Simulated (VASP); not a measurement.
TbGa2O3:

```xyz
6
Lattice="2.7831 -4.8048 0.0000 2.7831 4.8048 0.0000 -0.0197 0.0000 3.2173" Properties=species:S:1:pos:R:3 pbc="T T T"
Tb    0.0000    0.0000    0.0000
Ga    2.7831   -1.5760    0.0000
Ga    2.7831    1.5760    0.0000
O     2.7733    0.0000    1.6087
O     1.3817    2.4024    1.6087
O     1.3817   -2.4024    1.6087
```

The cell was generated, and may not be a known phase.

| Property | Result |
| --- | --- |
| Program | VASP 6.6.1 |
| Task | relaxation of cell and atoms |
| Functional | PBE |
| Potentials or basis | VASP PAW PBE potentials, release 64 (Tb_3, Ga_d, O), 4f in core |
| Cutoff | 600 eV |
| k mesh | 4 × 4 × 5 |
| Occupations | gaussian, width 0.2 eV |
| Spin | no spin polarisation |

At the start: pressure -7.7 GPa; volume 14.34 Å³/atom.

Task: Where does the relaxation end?

Result: Over 7 steps the energy falls by 60.3 meV/atom and the volume is 13.32 Å³/atom (-7.1 %); space group P6/mmm (No. 191, to 0.1 Å) before, C2/m (No. 12, to 0.1 Å).

The path:
```tsv
step	energy change (eV)	largest force (eV/Å)	pressure (GPa)	volume (Å³)
1	0.0000	0.1584	-7.70	86.05
2	-0.3266	0.1742	2.92	77.63
3	-0.3323	0.1721	1.56	78.55
4	-0.3323	0.1718	1.35	78.70
5	-0.3522	0.0995	0.11	79.70
6	-0.3569	0.0364	-0.88	80.51
7	-0.3617	0.0184	-0.16	79.93
```

Final structure:
```xyz
6
Lattice="2.7995 -4.8389 -0.0177 2.7995 4.8389 -0.0177 -0.0392 0.0000 2.9505" Properties=species:S:1:pos:R:3 pbc="T T T"
Tb    2.7995    4.8389   -0.0177
Ga    2.7995   -1.6142   -0.0177
Ga    2.7603    1.6142    2.9328
O     2.7799    0.0000    1.4575
O     1.3802    2.4194    1.4664
O     4.1797    2.4194    1.4487
```

Caveat: the k points lie up to 0.43 Å⁻¹ apart in the final cell, too coarse for converged energies and pressures of a metal; an odd number of electrons without spin polarisation forces a metal; a magnetic or distorted state may lie lower; the run has no spin polarisation, though such a crystal can be magnetic.
